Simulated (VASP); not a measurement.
Set up this calculation in VASP 6.6.1, as the native input.

* Task: single point
* Functional: PBE
* Potentials or basis: VASP PAW PBE potentials, release 64 (Ti_sv, B, Mo_sv, C)
* Cutoff: 520 eV
* k mesh: 12 × 12 × 6
* Occupations: gaussian, width 0.1 eV
* Spin: no spin polarisation
* Dipole correction: no
* Further INCAR settings: ALGO = Normal; EDIFF = 1e-06; NBANDS = 26

The structure of TiBMoC2 lies in POSCAR:

```
TiBMoC2
1.0
    2.9738244048      0.0000000000      0.0000000000
   -1.4869122024      2.5754074810      0.0000000000
    0.0000000000      0.0000000000      6.6971509975
Ti B Mo C
1 1 1 2
Direct
    0.6666666667      0.3333333333      0.2106740750
    0.3333333333      0.6666666667      0.9167680430
    0.0000000000      0.0000000000      0.6388276461
    0.0000000000      0.0000000000      0.3538230602
    0.6666666667      0.3333333333      0.8799072058
```

These files were run (other wordings do the same):

INCAR

```
ALGO = Normal ; EDIFF = 1E-6
ENCUT = 520 ; GGA = PE
ISIF = 2 ; ISMEAR = 0
LASPH = True ; LCHARG = True
LELF = True ; LREAL = False
LVHAR = True ; LWAVE = False
NBANDS = 26 ; NELM = 100
PREC = Accurate ; SIGMA = 0.1
```

KPOINTS

```
k-points
0
Gamma
  12 12 6
```

Potentials or basis: VASP PAW PBE potentials, release 64 (Ti_sv, B, Mo_sv, C).

Run with:

```console
$ cat potpaw_PBE.64/Ti_sv/POTCAR potpaw_PBE.64/B/POTCAR potpaw_PBE.64/Mo_sv/POTCAR potpaw_PBE.64/C/POTCAR > POTCAR
$ mpirun -np 1 vasp_std > vasp.out
```

It gave:

The pressure is 0.2 GPa. The largest force is 0.023 eV/Å.

Wall time 110 s on 1 thread of Intel(R) Xeon(R) Platinum 8259CL CPU @ 2.50GHz (Skylake/Cascade Lake) (shared host), peak memory 0.28 GiB.
